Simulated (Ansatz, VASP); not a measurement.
# GaAs in VASP and in Ansatz

```
Ga As
1.0
     0.00000    2.82650    2.82650
     2.82650    0.00000    2.82650
     2.82650    2.82650    0.00000
Ga As
1 1
Direct
  0.00000 0.00000 0.00000
  0.25000 0.25000 0.25000
```

Alike in both runs: task relaxation of cell and atoms; functional PBE; k mesh 12 × 12 × 12; no spin polarisation.

|  | VASP | Ansatz |
| --- | --- | --- |
| version | VASP 6.6.1 | Ansatz 0.2.0 |
| potentials or method | VASP PAW PBE potentials, release 64 (Ga_d, As), cutoff 500 eV | scalar-relativistic, plane waves, PAW |
| occupations | gaussian, width 0.01 eV | fixed |
| valence electrons in the cell | 18 | 28 |

Ansatz gave:

| Item | Value |
| --- | --- |
| gap on the k mesh at the Fermi level, each at its own relaxed structure (eV) | 0.16 |
| relaxed volume (Å³/atom) | 23.71 |
| relaxed cell length with the largest relative difference (Å) | 4.063 |

Question: Which values does VASP return?

Answer: gap on the k mesh at the Fermi level, each at its own relaxed structure (eV): 0.15; relaxed volume (Å³/atom): 23.76; relaxed cell length with the largest relative difference (Å): 4.066.

VASP's potentials hold 18 valence electrons a cell and Ansatz's 28, so a difference there can come from the potentials and not from the codes.
